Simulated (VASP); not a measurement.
# HfGeTe: single point with LDA

Crystal: HfGeTe.

```
CELL_PARAMETERS angstrom
3.97056 0.00000 0.00000
0.00000 3.97056 0.00000
0.00000 0.00000 8.72088
ATOMIC_POSITIONS crystal
Hf 0.00000 0.50000 0.24100
Hf 0.50000 0.00000 0.75900
Ge 0.00000 0.00000 0.00000
Ge 0.50000 0.50000 0.00000
Te 0.00000 0.50000 0.62000
Te 0.50000 0.00000 0.38000
```

```yaml
Program: VASP 6.6.1
Task: single point
Functional: LDA
Potentials_or_basis: VASP PAW LDA potentials, release 64 (Hf_pv, Ge_d, Te)
Cutoff: 520 eV
k_mesh: 6 × 6 × 3
Occupations: fermi-dirac, width 0.05 eV
Spin: no spin polarisation
```

```json
{
 "Pressure": "-10.5 GPa",
 "Largest force": "0.405 eV/Å",
 "Band gap on the k mesh": "0.17 eV, direct"
}
```

Forces on the atoms (eV/Å):
```
Hf   0.000  0.000  0.263
Hf   0.000  0.000 -0.263
Ge   0.000  0.000  0.000
Ge   0.000  0.000  0.000
Te   0.000  0.000  0.405
Te   0.000  0.000 -0.405
```

Stress tensor (GPa, compression positive):
```
-10.67   0.00   0.00
  0.00 -10.67   0.00
  0.00   0.00 -10.25
```

Levels at points of the mesh, in eV from the valence-band top:
```
           k point  band 26  band 27  band 28  band 29  band 30  band 31  band 32  band 33  band 34  band 35
(0.00, 0.00, 0.00)    -2.27    -1.73    -0.88    -0.88    -0.29     0.17     0.23     1.41     1.52     1.67
(0.50, 0.00, 0.00)    -2.16    -1.50    -1.50    -0.52    -0.52     0.35     0.35     1.91     1.91     2.47
(0.50, 0.50, 0.00)    -3.41    -3.09    -3.09    -1.71    -1.71     2.04     2.04     2.62     2.62     2.76
```

Run time: 2.2 min on 1 thread of Oxide Virtual Turin-like Processor (shared host), peak memory 0.23 GiB.

Caveat: spin-orbit coupling is left out, which moves the levels of the heavy elements. A k mesh can miss the band edges.
